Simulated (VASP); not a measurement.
# KF (I4mm) in VASP: single point with LDA

Aim: the single point of KF with LDA.

Program: VASP 6.6.1. These are calculated values, not measurements. Logs are shortened: lines on timing, memory, paths and dates and some standing lists are left out, and cuts for length are marked.

### 1 The cell of the first run

Symmetry: I4mm, No. 107, tetragonal system. The conventional cell has a = 3.781 Å, b = 3.781 Å, c = 5.347 Å, α = 90.00°, β = 90.00°, γ = 90.00°. Within 3.3 Å of K (site symmetry 4mm) lie 6 F at 2.52 to 2.82 Å. F (site symmetry 4mm) has 6 K at 2.52 to 2.82 Å within 3.3 Å.

### 2 Single point, LDA (all K atoms moved +0.150 Å, as atom 1 along Cartesian [1 0 0])

Contents of INCAR:

```
PREC = Accurate
ENCUT = 520
EDIFF = 1E-7
ISMEAR = 0
SIGMA = 0.05
LREAL = F
LASPH = T
NELM = 60
ALGO = Normal
ISIF = 2
LWAVE = F
LCHARG = F
GGA = CA
NBANDS = 15
```

Contents of KPOINTS:

```
Automatic mesh
0
Gamma
  8 8 8
```

Contents of POSCAR:

```
KF
1.0
    0.0000000000      2.6735000000      2.6735000000
    2.6735000000      0.0000000000      2.6735000000
    2.6735000000      2.6735000000      0.0000000000
K F
1 1
Direct
   -0.0280531139      0.0280531139      0.0280531139
    0.5000000000      0.5000000000      0.5000000000
```

Potentials or basis: VASP PAW LDA potentials, release 64 (K_sv, F).

Command:

```sh
$ cat potpaw_LDA.64/K_sv/POTCAR potpaw_LDA.64/F/POTCAR > POTCAR
$ mpirun -np 1 vasp_std > vasp.out
```

OUTCAR:

```text
PREC = Accurate
   ENCUT = 520
   EDIFF = 1E-7
   ISMEAR = 0
   LREAL = F
   LASPH = T
   NELM = 60
   ISIF = 2
   GGA = CA

 ion  position               nearest neighbor table
   1  0.972  0.028  0.028-   2 2.52   2 2.68   2 2.68   2 2.68   2 2.68   2 2.82
   2  0.500  0.500  0.500-   1 2.52   1 2.68   1 2.68   1 2.68   1 2.68   1 2.82

  LATTYP: Found a face centered cubic cell.
 ALAT       =     5.3470000000

  Lattice vectors:

 A1 = (   0.0000000000,   2.6735000000,   2.6735000000)
 A2 = (   2.6735000000,   0.0000000000,   2.6735000000)
 A3 = (   2.6735000000,   2.6735000000,   0.0000000000)

Analysis of symmetry for initial positions (statically):
=====================================================================
 Subroutine PRICEL returns:
 Original cell was already a primitive cell.

 Routine SETGRP: Setting up the symmetry group for a
 face centered cubic supercell.

 Subroutine GETGRP returns: Found  8 space group operations
 (whereof  8 operations were pure point group operations)
 out of a pool of 48 trial point group operations.

The static configuration has the point symmetry C_4v.

Analysis of symmetry for dynamics (positions and initial velocities):
=====================================================================
 Subroutine PRICEL returns:
 Original cell was already a primitive cell.

 Routine SETGRP: Setting up the symmetry group for a
 face centered cubic supercell.

 Subroutine GETGRP returns: Found  8 space group operations
 (whereof  8 operations were pure point group operations)
 out of a pool of 48 trial point group operations.

The dynamic configuration has the point symmetry C_4v.

 Subroutine INISYM returns: Found  8 space group operations
 (whereof  8 operations are pure point group operations),
 and found     1 'primitive' translations

----------------------------------------------------------------------------------------

                                     Primitive cell

  volume of cell :      38.2182

  direct lattice vectors                    reciprocal lattice vectors
     0.000000000  2.673500000  2.673500000    -0.187020759  0.187020759  0.187020759
     2.673500000  0.000000000  2.673500000     0.187020759 -0.187020759  0.187020759
     2.673500000  2.673500000  0.000000000     0.187020759  0.187020759 -0.187020759

  length of vectors
     3.780899959  3.780899959  3.780899959     0.323929457  0.323929457  0.323929457

  position of ions in fractional coordinates (direct lattice)
     0.971946886  0.028053114  0.028053114
     0.500000000  0.500000000  0.500000000

  ion indices of the primitive-cell ions
   primitive index   ion index
                 1           1
                 2           2

----------------------------------------------------------------------------------------

 KPOINTS: Automatic mesh

Automatic generation of k-mesh.
 Grid dimensions read from file:
 generate k-points for:    8    8    8

 Generating k-lattice:

  Cartesian coordinates                     Fractional coordinates (reciprocal lattice)
    -0.023377595  0.023377595  0.023377595     0.125000000  0.000000000  0.000000000
     0.023377595 -0.023377595  0.023377595     0.000000000  0.125000000  0.000000000
     0.023377595  0.023377595 -0.023377595     0.000000000  0.000000000  0.125000000

  Length of vectors
     0.040491182  0.040491182  0.040491182

  Shift w.r.t. Gamma in fractional coordinates (k-lattice)
     0.000000000  0.000000000  0.000000000

 Subroutine IBZKPT returns following result:
 ===========================================

 Found     59 irreducible k-points:

 Following reciprocal coordinates:
            Coordinates               Weight
  0.000000  0.000000  0.000000      1.000000
  0.125000  0.000000  0.000000      8.000000
  0.250000  0.000000  0.000000      8.000000
  0.375000  0.000000  0.000000      8.000000
  0.500000  0.000000  0.000000      4.000000
  0.125000  0.125000  0.000000      4.000000
[... 16 lines left out ...]
  0.000000  0.375000  0.250000      8.000000
  0.500000  0.250000  0.000000     16.000000
 [... further k-points ...]
   k-points           NKPTS =     59   k-points in BZ     NKDIM =     59   number of bands    NBANDS=     15
   number of dos      NEDOS =    301   number of ions     NIONS =      2
   total plane-waves  NPLWV =  21952
   dimension x,y,z NGX =    28 NGY =   28 NGZ =   28
   dimension x,y,z NGXF=    56 NGYF=   56 NGZF=   56
   ions per type =               1   1
   NGX,Y,Z   is equivalent  to a cutoff of  12.31, 12.31, 12.31 a.u.
   NGXF,Y,Z  is equivalent  to a cutoff of  24.62, 24.62, 24.62 a.u.
 SYSTEM =  unknown system
   PREC   = accura    normal or accurate (medium, high low for compatibility)
   ISTART =      0    job   : 0-new  1-cont  2-samecut
   ICHARG =      2    charge: 1-file 2-atom 10-const
   ISPIN  =      1    spin polarized calculation?
   LNONCOLLINEAR =      F non collinear calculations
   LSORBIT =      F    spin-orbit coupling
   LASPH  =      T    aspherical Exc in radial PAW
   ENCUT  =  520.0 eV  38.22 Ry    6.18 a.u.   7.03  7.03  7.03*2*pi/ulx,y,z
   NELM   =     60;   NELMIN=  2; NELMDL= -5     # of ELM steps
   EDIFF  = 0.1E-06   stopping-criterion for ELM
   LREAL  =      F    real-space projection
   EDIFFG = 0.1E-05   stopping-criterion for IOM
   NSW    =      0    number of steps for IOM
   IBRION =     -1    ionic relax: 0-MD 1-quasi-New 2-CG
   NFREE  =      0    steps in history (QN), initial steepest desc. (CG)
   ISIF   =      2    stress and relaxation
   ISYM   =      2    0-nonsym 1-usesym 2-fastsym
   POTIM  = 0.5000    time-step for ionic-motion
   TEBEG  =    0.0;   TEEND  =   0.0 temperature during run
   PSTRESS=    0.0 pullay stress
   NELECT =      16.0000    total number of electrons
   NUPDOWN=      -1.0000    fix difference up-down
   EMIN   =  10.00;   EMAX   =-10.00  energy-range for DOS
   EFERMI =   0.00;   METHOD = LEGACY
   ISMEAR =     0;   SIGMA  =   0.05  broadening in eV -4-tet -1-fermi 0-gaus
   EFERMI_NEDOS =   21; number of points for ismear=-14 and -15
   IALGO  =     38    algorithm
   IMIX   =      4    mixing-type and parameters
     AMIX     =   0.40;   BMIX     =  1.00
     AMIX_MAG =   1.60;   BMIX_MAG =  1.00
  volume/ion in A,a.u.               =      19.11       128.95
  Fermi-wavevector in a.u.,A,eV,Ry     =   1.224686  2.314320 20.406766  1.499855
  Thomas-Fermi vector in A             =   2.359751
   LORBIT       =      0    0 simple, 1 ext, 2 COOP (PROOUT), +10 PAW based schemes
   GGA     = CA    functional components
   LHFCALC =     F    Hartree Fock is set to
   AEXX    =    0.0000 exact exchange contribution
   IVDW    =     0    specifies the selected vdW correction
   LEPSILON=     F    determine dielectric tensor
   LRPA    =     F    only Hartree local field effects (RPA)
 non-spin polarized calculation
 Gauss-broadening in eV      SIGMA  =   0.05
  energy-cutoff  :      520.00
  volume of cell :       38.22
 maximum number of plane-waves:      1056
   NGX = 13   NGY = 13   NGZ = 13

 number of electron      16.0000000 magnetization

 Free energy of the ion-electron system (eV)
  ---------------------------------------------------
  ext. energy  EPLUGINS =         0.00000000
  ---------------------------------------------------
  free energy    TOTEN  =        -9.01794743 eV

  energy without entropy =       -9.01794743  energy(sigma->0) =       -9.01794743

 E-fermi :  -3.0356     XC(G=0):  -9.1085

 val. band max:       -3.2469236430   @ k =   0.0000   0.0000   0.0000
 cond. band min:       2.5388275981   @ k =   0.0000   0.0000   0.0000
 fundamental gap:      5.7857512411
 Fermi energy:        -3.0356394855

 k-point     1 :       0.0000    0.0000    0.0000
  band No.  band energies     occupation
      1     -28.8627      2.00000
      2     -21.4605      2.00000
      3     -12.3377      2.00000
      4     -12.3341      2.00000
      5     -12.3341      2.00000
      6      -3.2574      2.00000
      7      -3.2574      2.00000
      8      -3.2469      2.00000
      9       2.5388      0.00000
     10       7.2839      0.00000
     11       7.3171      0.00000
     12       7.3171      0.00000
     13       9.0115      0.00000
     14       9.0801      0.00000
     15      13.1051      0.00000

 k-point     2 :       0.1250    0.0000    0.0000
  band No.  band energies     occupation
      1     -28.8475      2.00000
      2     -21.4758      2.00000
      3     -12.3812      2.00000
      4     -12.3405      2.00000
      5     -12.3403      2.00000
      6      -3.4082      2.00000
      7      -3.3099      2.00000
      8      -3.2968      2.00000
      9       2.9793      0.00000
     10       7.0061      0.00000
     11       7.5090      0.00000
     12       7.5232      0.00000
     13       9.1621      0.00000
     14       9.2326      0.00000
     15      13.9132      0.00000

 k-point     3 :       0.2500    0.0000    0.0000
  band No.  band energies     occupation
      1     -28.8106      2.00000
      2     -21.5112      2.00000
      3     -12.4831      2.00000
      4     -12.3577      2.00000
      5     -12.3549      2.00000
      6      -3.7175      2.00000
      7      -3.4340      2.00000
      8      -3.4211      2.00000
      9       4.0695      0.00000
     10       6.5955      0.00000
     11       8.0322      0.00000
     12       8.0395      0.00000
     13       9.6224      0.00000
     14       9.6922      0.00000
     15      15.1146      0.00000
[... 343 lines left out ...]
 k-point    23 :       0.0000    0.3750    0.2500
  band No.  band energies     occupation
      1     -28.7675      2.00000
      2     -21.5137      2.00000
      3     -12.6360      2.00000
      4     -12.4931      2.00000
      5     -12.4796      2.00000
      6      -3.7298      2.00000
      7      -3.3786      2.00000
      8      -3.3471      2.00000
      9       5.2433      0.00000
     10       5.4454      0.00000
     11       8.7348      0.00000
     12       9.3146      0.00000
     13       9.9270      0.00000
     14      10.1826      0.00000
     15      14.1947      0.00000

 k-point    24 :       0.5000    0.2500    0.0000
  band No.  band energies     occupation
      1     -28.7464      2.00000
      2     -21.5229      2.00000
      3     -12.7290      2.00000
      4     -12.5366      2.00000
      5     -12.4698      2.00000
      6      -3.7172      2.00000
      7      -3.5132      2.00000
      8      -3.4362      2.00000
      9       5.5855      0.00000
     10       6.3532      0.00000
     11       8.2416      0.00000
     12       9.5269      0.00000
     13      10.8388      0.00000
     14      11.1342      0.00000
     15      12.1670      0.00000

 [... further k-points ...]
[... 5 lines left out ...]
  --------------------------------------------------------------------------------------
  -------------------------------------------------------------------------------------
  Total       -0.5674749     -0.8314842     -0.8314842     -0.0000000      0.0000000      0.0000000
  in kB      -23.7895737    -34.8573242    -34.8573242     -0.0000000      0.0000000      0.0000000
  external PRESSURE =     -31.1680740 kB  Pullay stress =       0.0000000 kB

 VOLUME and BASIS-vectors are now :
 -----------------------------------------------------------------------------
  energy-cutoff  :      520.00
  volume of cell :       38.22
      direct lattice vectors                 reciprocal lattice vectors
     0.000000000  2.673500000  2.673500000    -0.187020759  0.187020759  0.187020759
     2.673500000  0.000000000  2.673500000     0.187020759 -0.187020759  0.187020759
     2.673500000  2.673500000  0.000000000     0.187020759  0.187020759 -0.187020759

 POSITION                                       TOTAL-FORCE (eV/Angst)
 -----------------------------------------------------------------------------------
      0.15000      2.67350      2.67350        -0.211082      0.000000      0.000000
      2.67350      2.67350      2.67350         0.211082      0.000000      0.000000
 -----------------------------------------------------------------------------------
    total drift:                                0.000081      0.000000      0.000000

  FREE ENERGIE OF THE ION-ELECTRON SYSTEM (eV)
  ---------------------------------------------------
  free  energy   TOTEN  =        -9.0179474340 eV

  energy  without entropy=       -9.0179474340  energy(sigma->0) =       -9.01794743
```

It took 12 s on 1 thread of Intel Xeon 6975P-C (Granite Rapids), shared host; peak memory 0.15 GiB.

Results:

```
Free energy            : -9.0179 eV
Pressure               : -3.1 GPa
Largest force          : 0.211 eV/Å
Band gap on the k mesh : 5.79 eV, direct
```

Forces in eV/Å, atoms in the order of the input:
```
K   -0.211  0.000  0.000
F    0.211  0.000  0.000
```

Levels at points of the mesh, in eV from the valence-band top:
| k point | band 6 | band 7 | band 8 | band 9 | band 10 | band 11 |
| --- | --- | --- | --- | --- | --- | --- |
| (0.00, 0.00, 0.00) | -0.01 | -0.01 | 0.00 | 5.79 | 10.53 | 10.56 |
| (0.50, 0.00, 0.00) | -0.83 | -0.36 | -0.35 | 8.78 | 10.17 | 11.97 |
| (0.50, 0.50, 0.00) | -0.21 | -0.08 | -0.04 | 7.97 | 10.07 | 11.40 |
| (0.00, 0.50, 0.50) | -0.19 | -0.05 | -0.05 | 7.91 | 10.04 | 11.37 |

Caveat: the cell differs from its parent crystal (all K atoms moved +0.150 Å, as atom 1 along Cartesian [1 0 0]). A k mesh can miss the band edges.
